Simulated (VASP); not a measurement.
# Au (P6_3/mmc) in VASP: single point with PBE

Aim: the single point of Au with PBE.

All numbers are computed with VASP 6.6.1; they aren't measurements. Logs are shortened: lines on timing, memory, paths and dates and some standing lists are left out, and cuts for length are marked.

### 1 The cell of the first run

The structure is hexagonal, space group P6_3/mmc (No. 194). The conventional cell has a = 2.917 Å, b = 2.917 Å, c = 4.890 Å, α = 90.00°, β = 90.00°, γ = 120.00°. Au (site symmetry -6m2) has 12 Au at 2.92 to 2.97 Å within 3.8 Å.

This isn't the form of Au at room conditions, which is fcc.

### 2 Single point, PBE

INCAR

```
PREC = Accurate ; ENCUT = 500
EDIFF = 1E-6 ; ISMEAR = 0
SIGMA = 0.1 ; LREAL = False
LASPH = True ; NELM = 120
ALGO = Normal ; ISIF = 2
LWAVE = False ; LCHARG = True
GGA = PE ; LELF = True
LVHAR = True ; NBANDS = 18
GGA_COMPAT = False
```

KPOINTS

```
regular mesh
0
Gamma
  18 18 10
```

POSCAR

```
Au
1.0
    2.9169619367      0.0000000000      0.0000000000
   -1.4584809683      2.5261631390      0.0000000000
    0.0000000000      0.0000000000      4.8900308251
Au
2
Direct
    0.3333333333      0.6666666667      0.7500000000
    0.6666666667      0.3333333333      0.2500000000
```

Potentials or basis: VASP PAW PBE potentials, release 64 (Au).

The run is started by

```bash
$ cat potpaw_PBE.64/Au/POTCAR > POTCAR
$ mpirun -np 1 vasp_std > vasp.out
```

OUTCAR:

```text
PREC = Accurate
   ENCUT = 500
   EDIFF = 1E-6
   ISMEAR = 0
   LREAL = False
   LASPH = True
   NELM = 120
   ISIF = 2
   GGA = PE

 ion  position               nearest neighbor table
   1  0.333  0.667  0.750-   2 2.97   2 2.97   2 2.97   2 2.97   2 2.97   2 2.97
   2  0.667  0.333  0.250-   1 2.97   1 2.97   1 2.97   1 2.97   1 2.97   1 2.97

  LATTYP: Found a hexagonal cell.
 ALAT       =     2.9169619367
 C/A-ratio  =     1.6764122848

  Lattice vectors:

 A1 = (   2.9169619367,   0.0000000000,   0.0000000000)
 A2 = (  -1.4584809683,   2.5261631390,   0.0000000000)
 A3 = (   0.0000000000,   0.0000000000,   4.8900308251)

Analysis of symmetry for initial positions (statically):
=====================================================================
 Subroutine PRICEL returns:
 Original cell was already a primitive cell.

 Routine SETGRP: Setting up the symmetry group for a
 hexagonal supercell.

 Subroutine GETGRP returns: Found 24 space group operations
 (whereof 12 operations were pure point group operations)
 out of a pool of 24 trial point group operations.

The static configuration has the point symmetry D_3d.
 The point group associated with its full space group is D_6h.

Analysis of symmetry for dynamics (positions and initial velocities):
=====================================================================
 Subroutine PRICEL returns:
 Original cell was already a primitive cell.

 Routine SETGRP: Setting up the symmetry group for a
 hexagonal supercell.

 Subroutine GETGRP returns: Found 24 space group operations
 (whereof 12 operations were pure point group operations)
 out of a pool of 24 trial point group operations.

The dynamic configuration has the point symmetry D_3d.
 The point group associated with its full space group is D_6h.

 Subroutine INISYM returns: Found 24 space group operations
 (whereof 12 operations are pure point group operations),
 and found     1 'primitive' translations

----------------------------------------------------------------------------------------

                                     Primitive cell

  volume of cell :      36.0333

  direct lattice vectors                    reciprocal lattice vectors
     2.916961937  0.000000000  0.000000000     0.342822437  0.197928626  0.000000000
    -1.458480968  2.526163139  0.000000000     0.000000000  0.395857253  0.000000000
     0.000000000  0.000000000  4.890030825     0.000000000  0.000000000  0.204497688

  length of vectors
     2.916961937  2.916961937  4.890030825     0.395857253  0.395857253  0.204497688

  position of ions in fractional coordinates (direct lattice)
     0.333333333  0.666666667  0.750000000
     0.666666667  0.333333333  0.250000000

  ion indices of the primitive-cell ions
   primitive index   ion index
                 1           1
                 2           2

----------------------------------------------------------------------------------------

 KPOINTS: regular mesh

Automatic generation of k-mesh.
 Grid dimensions read from file:
 generate k-points for:   18   18   10

 Generating k-lattice:

  Cartesian coordinates                     Fractional coordinates (reciprocal lattice)
     0.019045691  0.010996035  0.000000000     0.055555556  0.000000000  0.000000000
     0.000000000  0.021992070  0.000000000     0.000000000  0.055555556  0.000000000
     0.000000000  0.000000000  0.020449769     0.000000000  0.000000000  0.100000000

  Length of vectors
     0.021992070  0.021992070  0.020449769

  Shift w.r.t. Gamma in fractional coordinates (k-lattice)
     0.000000000  0.000000000  0.000000000

 Subroutine IBZKPT returns following result:
 ===========================================

 Found    222 irreducible k-points:

 Following reciprocal coordinates:
            Coordinates               Weight
  0.000000  0.000000  0.000000      1.000000
  0.055556 -0.000000  0.000000      6.000000
  0.111111 -0.000000  0.000000      6.000000
  0.166667 -0.000000  0.000000      6.000000
  0.222222  0.000000  0.000000      6.000000
  0.277778 -0.000000  0.000000      6.000000
[... 16 lines left out ...]
  0.333333  0.111111  0.000000     12.000000
  0.388889  0.111111  0.000000     12.000000
 [... further k-points ...]
   k-points           NKPTS =    222   k-points in BZ     NKDIM =    222   number of bands    NBANDS=     18
   number of dos      NEDOS =    301   number of ions     NIONS =      2
   total plane-waves  NPLWV =  20736
   dimension x,y,z NGX =    24 NGY =   24 NGZ =   36
   dimension x,y,z NGXF=    48 NGYF=   48 NGZF=   72
   ions per type =               2
   NGX,Y,Z   is equivalent  to a cutoff of  13.68, 13.68, 12.24 a.u.
   NGXF,Y,Z  is equivalent  to a cutoff of  27.36, 27.36, 24.48 a.u.
 SYSTEM =  unknown system
   PREC   = accura    normal or accurate (medium, high low for compatibility)
   ISTART =      0    job   : 0-new  1-cont  2-samecut
   ICHARG =      2    charge: 1-file 2-atom 10-const
   ISPIN  =      1    spin polarized calculation?
   LNONCOLLINEAR =      F non collinear calculations
   LSORBIT =      F    spin-orbit coupling
   LASPH  =      T    aspherical Exc in radial PAW
   ENCUT  =  500.0 eV  36.75 Ry    6.06 a.u.   5.32  5.32  8.92*2*pi/ulx,y,z
   NELM   =    120;   NELMIN=  2; NELMDL= -5     # of ELM steps
   EDIFF  = 0.1E-05   stopping-criterion for ELM
   LREAL  =      F    real-space projection
   EDIFFG = 0.1E-04   stopping-criterion for IOM
   NSW    =      0    number of steps for IOM
   IBRION =     -1    ionic relax: 0-MD 1-quasi-New 2-CG
   NFREE  =      0    steps in history (QN), initial steepest desc. (CG)
   ISIF   =      2    stress and relaxation
   ISYM   =      2    0-nonsym 1-usesym 2-fastsym
   POTIM  = 0.5000    time-step for ionic-motion
   TEBEG  =    0.0;   TEEND  =   0.0 temperature during run
   PSTRESS=    0.0 pullay stress
   NELECT =      22.0000    total number of electrons
   NUPDOWN=      -1.0000    fix difference up-down
   EMIN   =  10.00;   EMAX   =-10.00  energy-range for DOS
   EFERMI =   0.00;   METHOD = LEGACY
   ISMEAR =     0;   SIGMA  =   0.10  broadening in eV -4-tet -1-fermi 0-gaus
   EFERMI_NEDOS =   21; number of points for ismear=-14 and -15
   IALGO  =     38    algorithm
   IMIX   =      4    mixing-type and parameters
     AMIX     =   0.40;   BMIX     =  1.00
     AMIX_MAG =   1.60;   BMIX_MAG =  1.00
  volume/ion in A,a.u.               =      18.02       121.58
  Fermi-wavevector in a.u.,A,eV,Ry     =   1.388826  2.624500 26.243426  1.928837
  Thomas-Fermi vector in A             =   2.512915
   LORBIT       =      0    0 simple, 1 ext, 2 COOP (PROOUT), +10 PAW based schemes
   GGA     = PE    functional components
   LHFCALC =     F    Hartree Fock is set to
   AEXX    =    0.0000 exact exchange contribution
   IVDW    =     0    specifies the selected vdW correction
   LEPSILON=     F    determine dielectric tensor
   LRPA    =     F    only Hartree local field effects (RPA)
 non-spin polarized calculation
 Gauss-broadening in eV      SIGMA  =   0.10
  energy-cutoff  :      500.00
  volume of cell :       36.03
 maximum number of plane-waves:       930
 NGX is ok and might be reduce to    24
   NGX = 11   NGY = 11   NGZ = 17

 number of electron      21.9999998 magnetization

 Free energy of the ion-electron system (eV)
  ---------------------------------------------------
  ext. energy  EPLUGINS =         0.00000000
  ---------------------------------------------------
  free energy    TOTEN  =        -6.42603373 eV

  energy without entropy =       -6.42150789  energy(sigma->0) =       -6.42377081

 E-fermi :   8.5392     XC(G=0): -12.3840

 val. band max:        8.5236893366   @ k =   0.1667   0.1667   0.3000
 cond. band min:       8.5466219282   @ k =   0.3889  -0.0000   0.4000
 fundamental gap:      0.0229325915
 Fermi energy:         8.5391920460

 k-point     1 :       0.0000    0.0000    0.0000
  band No.  band energies     occupation
      1      -0.7084      2.00000
      2       1.6731      2.00000
      3       4.0182      2.00000
      4       4.2685      2.00000
      5       4.2685      2.00000
      6       4.5519      2.00000
[... 10 lines left out ...]
     17      26.4951      0.00000
     18      26.4951      0.00000

 k-point     2 :       0.0556   -0.0000    0.0000
  band No.  band energies     occupation
      1      -0.6149      2.00000
      2       1.7499      2.00000
      3       3.9855      2.00000
      4       4.2952      2.00000
      5       4.3287      2.00000
      6       4.5197      2.00000
[... 10 lines left out ...]
     17      25.9547      0.00000
     18      26.1509      0.00000

 k-point     3 :       0.1111   -0.0000    0.0000
  band No.  band energies     occupation
      1      -0.3401      2.00000
      2       1.9657      2.00000
      3       3.8860      2.00000
      4       4.3531      2.00000
      5       4.4756      2.00000
      6       4.5059      2.00000
[... 10 lines left out ...]
     17      24.8537      0.00000
     18      26.3492      0.00000

 k-point     4 :       0.1667   -0.0000    0.0000
  band No.  band energies     occupation
      1       0.0962      2.00000
      2       2.2654      2.00000
      3       3.7680      2.00000
      4       4.2593      2.00000
      5       4.4423      2.00000
      6       4.6473      2.00000
[... 375 lines left out ...]
      4       3.8946      2.00000
      5       4.2513      2.00000
      6       4.3556      2.00000
[... 10 lines left out ...]
     17      22.2539      0.00000
     18      23.9618      0.00000

 k-point    23 :       0.3333    0.1111    0.0000
  band No.  band energies     occupation
      1       2.2925      2.00000
      2       2.5489      2.00000
      3       2.9108      2.00000
      4       4.2041      2.00000
      5       4.2535      2.00000
      6       4.5836      2.00000
[... 10 lines left out ...]
     17      21.2564      0.00000
     18      23.3955      0.00000

 k-point    24 :       0.3889    0.1111    0.0000
  band No.  band energies     occupation
      1       2.3998      2.00000
      2       2.4561      2.00000
      3       2.7684      2.00000
      4       4.1979      2.00000
      5       4.4753      2.00000
      6       4.5924      2.00000
[... 10 lines left out ...]
     17      20.3957      0.00000
     18      23.0636      0.00000

 [... further k-points ...]

------------------------ aborting loop because EDIFF is reached ----------------------------------------

  FORCE on cell =-STRESS in cart. coord.  units (eV):
  Direction    XX          YY          ZZ          XY          YZ          ZX
  --------------------------------------------------------------------------------------
  -------------------------------------------------------------------------------------
  Total       -0.0467328     -0.0467328     -0.0488665     -0.0000000      0.0000000      0.0000000
  in kB       -2.0779199     -2.0779199     -2.1727920     -0.0000000      0.0000000      0.0000000
  external PRESSURE =      -2.1095440 kB  Pullay stress =       0.0000000 kB

 VOLUME and BASIS-vectors are now :
 -----------------------------------------------------------------------------
  energy-cutoff  :      500.00
  volume of cell :       36.03
      direct lattice vectors                 reciprocal lattice vectors
     2.916961937  0.000000000  0.000000000     0.342822437  0.197928626  0.000000000
    -1.458480968  2.526163139  0.000000000     0.000000000  0.395857253  0.000000000
     0.000000000  0.000000000  4.890030825     0.000000000  0.000000000  0.204497688

 POSITION                                       TOTAL-FORCE (eV/Angst)
 -----------------------------------------------------------------------------------
     -0.00000      1.68411      3.66752         0.000000      0.000000      0.000000
      1.45848      0.84205      1.22251        -0.000000      0.000000      0.000000
 -----------------------------------------------------------------------------------
    total drift:                               -0.000000      0.000000     -0.000000

  FREE ENERGIE OF THE ION-ELECTRON SYSTEM (eV)
  ---------------------------------------------------
  free  energy   TOTEN  =        -6.4260337266 eV

  energy  without entropy=       -6.4215078934  energy(sigma->0) =       -6.42377081
```

Run time: 1.7 min. Hardware: 1 thread of Intel Xeon Platinum 8259CL at 2.50GHz (Skylake/Cascade Lake), shared host; peak memory 0.24 GiB.

Results:

```yaml
Free_energy: -6.4260 eV
Pressure: -0.2 GPa
Band_gap_on_the_k_mesh: zero (bands 11 and 12 overlap by 6.58 eV)
```

Caveat: spin-orbit coupling is left out, which moves the levels of the heavy elements.

The gap in the log of VASP goes by the Fermi energy; the results here count the filled bands.